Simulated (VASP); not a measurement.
# ZrS2 (P-3m1) in VASP: further runs, part 2 of 2

VASP 6.6.1. The steps go on from the part before.

### 3 Relaxation of the atoms, PBEsol (strain along c alone, the other axes held: +2.0 %)

Input file INCAR:

```
SYSTEM = ZrS2
ALGO = Normal ; EDIFF = 1E-7
EDIFFG = -0.008 ; ENCUT = 450
GGA = PS ; GGA_COMPAT = .False.
IBRION = 2 ; ISIF = 2
ISMEAR = 0 ; LASPH = .True.
LCHARG = .False. ; LREAL = .False.
LWAVE = .False. ; NELM = 120
NELMIN = 4 ; NSW = 60
PREC = Accurate ; SIGMA = 0.02
```

Input file KPOINTS:

```
k-points
0
Gamma
  12 12 6
  0 0 0
```

Input file POSCAR:

```
ZrS2
1.0
    3.6273720858      0.0000000000      0.0000000000
   -1.8136860429      3.1413963753      0.0000000000
    0.0000000000      0.0000000000      6.0044963876
Zr S
1 2
Direct
    0.0000000000      0.0000000000      0.0000000000
    0.6666666667      0.3333333333      0.7555429918
    0.3333333333      0.6666666667      0.2444570082
```

Potentials or basis: VASP PAW PBE potentials, release 64 (Zr_sv, S).

Command:

```bash
$ cat potpaw_PBE.64/Zr_sv/POTCAR potpaw_PBE.64/S/POTCAR > POTCAR
$ mpirun -np 1 vasp_std > vasp.out
```

OUTCAR:

```text
SYSTEM = ZrS2
   EDIFF = 1E-7
   EDIFFG = -0.008
   ENCUT = 450
   GGA = PS
   IBRION = 2
   ISIF = 2
   ISMEAR = 0
   LASPH = .True.
   LREAL = .False.
   NELM = 120
   NELMIN = 4
   NSW = 60
   PREC = Accurate

 ion  position               nearest neighbor table
   1  0.000  0.000  0.000-   2 2.56   3 2.56   2 2.56   3 2.56   2 2.56   3 2.56
   2  0.667  0.333  0.756-   1 2.56   1 2.56   1 2.56
   3  0.333  0.667  0.244-   1 2.56   1 2.56   1 2.56

  LATTYP: Found a hexagonal cell.
 ALAT       =     3.6273720858
 C/A-ratio  =     1.6553296010

  Lattice vectors:

 A1 = (   3.6273720858,   0.0000000000,   0.0000000000)
 A2 = (  -1.8136860429,   3.1413963753,   0.0000000000)
 A3 = (   0.0000000000,   0.0000000000,   6.0044963876)

Analysis of symmetry for initial positions (statically):
=====================================================================
 Subroutine PRICEL returns:
 Original cell was already a primitive cell.

 Routine SETGRP: Setting up the symmetry group for a
 hexagonal supercell.

 Subroutine GETGRP returns: Found 12 space group operations
 (whereof 12 operations were pure point group operations)
 out of a pool of 24 trial point group operations.

The static configuration has the point symmetry D_3d.

Analysis of symmetry for dynamics (positions and initial velocities):
=====================================================================
 Subroutine PRICEL returns:
 Original cell was already a primitive cell.

 Routine SETGRP: Setting up the symmetry group for a
 hexagonal supercell.

 Subroutine GETGRP returns: Found 12 space group operations
 (whereof 12 operations were pure point group operations)
 out of a pool of 24 trial point group operations.

The dynamic configuration has the point symmetry D_3d.

 Subroutine INISYM returns: Found 12 space group operations
 (whereof 12 operations are pure point group operations),
[... 126 lines left out ...]
   IVDW    =     0    specifies the selected vdW correction
   LEPSILON=     F    determine dielectric tensor
   LRPA    =     F    only Hartree local field effects (RPA)
 conjugate gradient relaxation of ions
 non-spin polarized calculation
 Gauss-broadening in eV      SIGMA  =   0.02
  energy-cutoff  :      450.00
  volume of cell :       68.42
 maximum number of plane-waves:      1521
 NGX is ok and might be reduce to    28
   NGX = 13   NGY = 13   NGZ = 21

--------------------------------------- Ionic step        1  -------------------------------------------

 number of electron      24.0000000 magnetization

 Free energy of the ion-electron system (eV)
  ---------------------------------------------------
  ext. energy  EPLUGINS =         0.00000000
  ---------------------------------------------------
  free energy    TOTEN  =       -22.55735351 eV

  energy without entropy =      -22.55735351  energy(sigma->0) =      -22.55735351

------------------------ aborting loop because EDIFF is reached ----------------------------------------

  FORCE on cell =-STRESS in cart. coord.  units (eV):
  Direction    XX          YY          ZZ          XY          YZ          ZX
  --------------------------------------------------------------------------------------
  -------------------------------------------------------------------------------------
  Total       -0.2547305     -0.2547305     -0.5412354      0.0000000      0.0000000      0.0000000
  in kB       -5.9648569     -5.9648569    -12.6737560      0.0000000      0.0000000      0.0000000
  external PRESSURE =      -8.2011566 kB  Pullay stress =       0.0000000 kB
[... 61 lines left out ...]
--------------------------------------- Ionic step        3  -------------------------------------------

 number of electron      24.0000001 magnetization

 Free energy of the ion-electron system (eV)
  ---------------------------------------------------
  ext. energy  EPLUGINS =         0.00000000
  ---------------------------------------------------
  free energy    TOTEN  =       -22.55902213 eV

  energy without entropy =      -22.55902213  energy(sigma->0) =      -22.55902213

 E-fermi :   4.5315     XC(G=0):  -9.7219

 val. band max:        4.4439380336   @ k =   0.0000   0.0000   0.0000
 cond. band min:       5.2899828785   @ k =   0.5000   0.0000   0.5000
 fundamental gap:      0.8460448449
 Fermi energy:         4.5314875741

 k-point     1 :       0.0000    0.0000    0.0000
  band No.  band energies     occupation
      1     -44.2903      2.00000
      2     -22.4091      2.00000
      3     -22.2379      2.00000
      4     -22.2379      2.00000
      5      -8.2477      2.00000
      6      -6.7701      2.00000
[... 433 lines left out ...]
      3     -22.3149      2.00000
      4     -22.2544      2.00000
      5      -7.9199      2.00000
      6      -6.8870      2.00000
[... 8 lines left out ...]
     15       7.3198      0.00000
     16       9.0472      0.00000

 [... further k-points ...]

------------------------ aborting loop because EDIFF is reached ----------------------------------------

  FORCE on cell =-STRESS in cart. coord.  units (eV):
  Direction    XX          YY          ZZ          XY          YZ          ZX
  --------------------------------------------------------------------------------------
  -------------------------------------------------------------------------------------
  Total       -0.0214512     -0.0214512     -0.1537155      0.0000000      0.0000000      0.0000000
  in kB       -0.5023083     -0.5023083     -3.5994554      0.0000000      0.0000000      0.0000000
  external PRESSURE =      -1.5346907 kB  Pullay stress =       0.0000000 kB
[... 18 lines left out ...]
  FREE ENERGIE OF THE ION-ELECTRON SYSTEM (eV)
  ---------------------------------------------------
  free  energy   TOTEN  =       -22.5590221309 eV

  energy  without entropy=      -22.5590221309  energy(sigma->0) =      -22.55902213

 reached required accuracy - stopping structural energy minimisation
```

It took 4 min on 1 thread of Intel Xeon Platinum 8488C (Sapphire Rapids), shared host; peak memory 0.23 GiB.

What came out:

- Free energy: -22.5590 eV
- Energy gained by relaxing: 0.6 meV/atom
- Ionic steps: 3
- Pressure after relaxing: -0.2 GPa
- Band gap on the k mesh: 0.85 eV (least direct gap 1.60 eV)

The path:
```tsv
step	energy change (eV)	largest force (eV/Å)	pressure (GPa)
1	0.0000	0.1373	-0.82
2	-0.0013	0.0623	-0.45
3	-0.0017	0.0016	-0.15
```

Final structure:
```
Zr S
1.0
     3.62737    0.00000    0.00000
    -1.81369    3.14140    0.00000
     0.00000    0.00000    6.00450
Zr S
1 2
Direct
  0.00000 0.00000 0.00000
  0.66667 0.33333 0.75753
  0.33333 0.66667 0.24247
```

Levels at points of the mesh, in eV from the valence-band top:
```
           k point  band 9  band 10  band 11  band 12  band 13  band 14  band 15  band 16
(0.00, 0.00, 0.00)   -2.73    -0.06     0.00     0.00     1.60     1.60     2.30     5.05
(0.50, 0.00, 0.00)   -2.52    -2.46    -1.78    -1.11     1.06     3.43     3.77     5.87
(0.00, 0.00, 0.50)   -2.70    -1.77    -0.11    -0.11     1.57     1.57     2.73     5.38
(0.50, 0.00, 0.50)   -2.59    -2.36    -0.89    -0.82     0.85     3.42     3.76     5.40
```

Caveat: the cell differs from its parent crystal (strain along c alone, the other axes held: +2.0 %); the PAW data sets were made with another functional, which shifts forces and pressure a little; this functional lacks dispersion, which binds layers or chains, so the pressure and a relaxed spacing across them are unreliable. A k mesh can miss the band edges.
